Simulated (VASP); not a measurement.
Write the native input for VASP 6.6.1 that does the following.

```
Task                   : single point
Functional             : PBE
Potentials or basis    : VASP PAW PBE potentials, release 64 (Cu, O)
Cutoff                 : 520 eV
k mesh                 : 16 × 16 × 10
Occupations            : gaussian, width 0.1 eV
Spin                   : no spin polarisation
Dipole correction      : no
Further INCAR settings : ALGO = Normal; EDIFF = 1e-07; NBANDS = 25
```

The structure of CuO lies in POSCAR:

```
CuO
1.0
    2.3446500000     -1.7134000000      0.0000000000
    2.3446500000      1.7134000000      0.0000000000
   -0.8605500000      0.0000000000      5.0594400000
Cu O
2 2
Direct
    0.0032000000      0.4968000000      0.0000000000
    0.4968000000      0.0032000000      0.5000000000
    0.5714000000      0.4056000000      0.2537000000
    0.4056000000      0.5714000000      0.7537000000
```

The input as run:

INCAR

```
SYSTEM = CuO
PREC = Accurate
ENCUT = 520
EDIFF = 1E-7
ISMEAR = 0
SIGMA = 0.1
LREAL = .False.
LASPH = .True.
NELM = 100
ALGO = Normal
ISIF = 2
LWAVE = .False.
LCHARG = .False.
GGA = PE
NBANDS = 25
```

KPOINTS

```
regular mesh
0
Gamma
  16 16 10
  0 0 0
```

Potentials or basis: VASP PAW PBE potentials, release 64 (Cu, O).

The run is started by

```console
$ cat potpaw_PBE.64/Cu/POTCAR potpaw_PBE.64/O/POTCAR > POTCAR
$ mpirun -np 1 vasp_std > vasp.out
```

Results of the run:

```json
{
  "Pressure": "6.4 GPa",
  "Largest force": "0.787 eV/Å",
  "Band gap on the k mesh": "zero (bands 17 and 18 overlap by 0.71 eV)"
}
```

Caveat: the cell stands under pressure; semilocal functionals often make such compounds metallic where correlation or magnetic order opens a gap, which also shifts bond lengths.

Run time: 4.3 min on 1 thread of Intel(R) Xeon(R) 6975P-C (Granite Rapids), on a shared host, peak memory 0.63 GiB.
